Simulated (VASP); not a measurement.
Wanted: the native input for a VASP 6.6.1 run.

| Quantity | Value |
| --- | --- |
| Task | single point |
| Functional | PBEsol |
| Potentials or basis | VASP PAW PBE potentials, release 64 (Ti_sv, O) |
| Cutoff | 520 eV |
| k mesh | 14 × 14 × 14 |
| Occupations | gaussian, width 0.15 eV |
| Spin | no spin polarisation |
| Dipole correction | no |
| Further INCAR settings | ALGO = Normal; EDIFF = 1e-06; NBANDS = 36 |

The structure of TiO lies in POSCAR:

```
TiO
1.0
    3.9073778159      0.0000000000      0.0000000000
    0.0000000000      3.9073778159      0.0000000000
    0.0000000000      0.0000000000      4.2981155975
Ti O
3 3
Direct
    0.5000000000      0.5000000000      0.0000000000
    0.0000000000      0.5000000000      0.5000000000
    0.5000000000      0.0000000000      0.5000000000
    0.0000000000      0.5000000000      0.0000000000
    0.5000000000      0.0000000000      0.0000000000
    0.0000000000      0.0000000000      0.5000000000
```

This cell differs from its parent crystal: ratio of the length along z to the lengths across it x 1.1, volume and fractional coordinates fixed.

One way to write it, as run:

INCAR

```
  ALGO = Normal
  EDIFF = 1E-6
  ENCUT = 520
  GGA = PS
  ISIF = 2
  ISMEAR = 0
  LASPH = T
  LCHARG = F
  LREAL = F
  LWAVE = F
  NBANDS = 36
  NELM = 100
  PREC = Accurate
  SIGMA = 0.15
```

KPOINTS

```
k-points
0
Gamma
  14 14 14
```

Potentials or basis: VASP PAW PBE potentials, release 64 (Ti_sv, O).

Command:

```console
$ cat potpaw_PBE.64/Ti_sv/POTCAR potpaw_PBE.64/O/POTCAR > POTCAR
$ mpirun -np 1 vasp_std > vasp.out
```

Results of the run:

```
Pressure               : 3.7 GPa
Band gap on the k mesh : zero (band 27 reaches 8.92 eV, above the bottom of band 28 at 6.81 eV)
```

Caveat: the PAW data sets were made with another functional, which shifts forces and pressure a little; semilocal functionals often make such compounds metallic where correlation or magnetic order opens a gap, which also shifts bond lengths.

Run time: 9.9 min on 1 thread of Oxide Virtual Turin-like Processor (shared host), peak memory 0.53 GiB.
